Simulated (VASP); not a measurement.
A run of VASP 6.6.1:

INCAR

```
SYSTEM = NbN
  PREC = Accurate
  ENCUT = 600
  EDIFF = 1E-6
  ISMEAR = -1
  SIGMA = 0.08
  LREAL = .FALSE.
  LASPH = .TRUE.
  NELM = 120
  ALGO = Normal
  ISIF = 2
  LWAVE = .FALSE.
  LCHARG = .TRUE.
  LELF = .TRUE.
  LVHAR = .TRUE.
  NBANDS = 16
  GGA_COMPAT = .FALSE.
```

File KPOINTS:

```
Automatic mesh
0
G
  13 13 13
  0 0 0
```

POSCAR

```
NbN
1.0
    0.0000000000      2.1945000000      2.1725550000
    2.1945000000      0.0000000000      2.1725550000
    2.1945000000      2.1945000000      0.0000000000
Nb N
1 1
Direct
    0.5000000000      0.5000000000      0.5000000000
    0.0000000000      0.0000000000      0.0000000000
```

Potentials or basis: VASP PAW LDA potentials, release 64 (Nb_sv, N).

Launch:

```console
$ cat potpaw_LDA.64/Nb_sv/POTCAR potpaw_LDA.64/N/POTCAR > POTCAR
$ mpirun -np 1 vasp_std > vasp.out
```

Hardware: 1 thread of Intel Xeon 8259CL (shared host).

Problem. Estimate the wall time of this run.

Solution. Wall time 2.8 min on 1 thread of Intel Xeon 8259CL (shared host), peak memory 0.21 GiB. Counts: scf iterations 13, k points 196.
